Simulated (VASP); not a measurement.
# NiN2: single point with PBE

NiN2:

```
Ni N
1.0
     3.75212    0.00000    0.00000
     0.00000    4.63180    0.00000
     0.00000    0.00000    2.86578
Ni N
2 4
Direct
  0.50000 0.50000 0.50000
  0.00000 0.00000 0.00000
  0.36746 0.91546 0.50000
  0.86746 0.58454 0.00000
  0.63254 0.08454 0.50000
  0.13254 0.41546 0.00000
```

```json
{
  "Program": "VASP 6.6.1",
  "Task": "single point",
  "Functional": "PBE",
  "Potentials or basis": "VASP PAW PBE potentials, release 64 (Ni, N)",
  "Cutoff": "520 eV",
  "k mesh": "4 × 4 × 6",
  "Occupations": "gaussian, width 0.1 eV",
  "Spin": "no spin polarisation",
  "Dipole correction": "no",
  "Further INCAR settings": "ALGO = Normal; EDIFF = 1e-07; NBANDS = 29"
}
```

```
Pressure               : 0.6 GPa
Largest force          : 0.064 eV/Å
Band gap on the k mesh : zero (band 20 reaches 8.04 eV, above the bottom of band 21 at 7.83 eV)
```

Forces in eV/Å, atoms in the order of the input:
```
Ni   0.000  0.000  0.000
Ni   0.000  0.000  0.000
N    0.049  0.041  0.000
N    0.049 -0.041  0.000
N   -0.049 -0.041  0.000
N   -0.049  0.041  0.000
```

Stress tensor (GPa, compression positive):
```
0.82 0.00 0.00
0.00 0.51 0.00
0.00 0.00 0.57
```

Levels at points of the mesh, in eV from the Fermi level:
```tsv
k point	band 16	band 17	band 18	band 19	band 20	band 21	band 22	band 23	band 24	band 25
(0.00, 0.00, 0.00)	-2.26	-2.03	-1.86	-1.85	-1.75	0.87	3.67	3.83	4.14	8.39
(0.50, 0.00, 0.00)	-2.11	-1.74	-1.74	-0.37	-0.37	1.70	1.70	2.28	2.28	7.55
(0.00, 0.50, 0.00)	-2.09	-1.59	-1.59	-1.01	-1.01	0.85	0.85	3.52	3.52	7.78
(0.50, 0.50, 0.00)	-1.84	-0.20	-0.20	0.04	0.04	0.32	0.32	1.26	1.26	8.23
(0.00, 0.00, 0.50)	-2.12	-1.33	-1.33	-0.21	-0.21	0.20	0.20	1.49	1.49	9.31
(0.50, 0.00, 0.50)	-2.33	-1.88	-1.88	-1.07	-1.07	1.09	1.09	3.79	3.79	10.09
(0.00, 0.50, 0.50)	-1.32	-1.27	-1.27	-0.36	-0.36	-0.16	-0.16	0.20	0.20	10.33
(0.50, 0.50, 0.50)	-2.07	-1.45	-1.45	-1.24	-1.24	1.47	1.47	2.75	2.75	8.32
```

Run time: 28 s on 1 thread of Intel(R) Xeon(R) 6975P-C (Granite Rapids), on a shared host, peak memory 0.18 GiB.

Caveat: the k points lie up to 0.42 Å⁻¹ apart; the run has no spin polarisation, though such a crystal can be magnetic. Spin polarisation is off, so any magnetic state and its effect on volume and gap are missing.
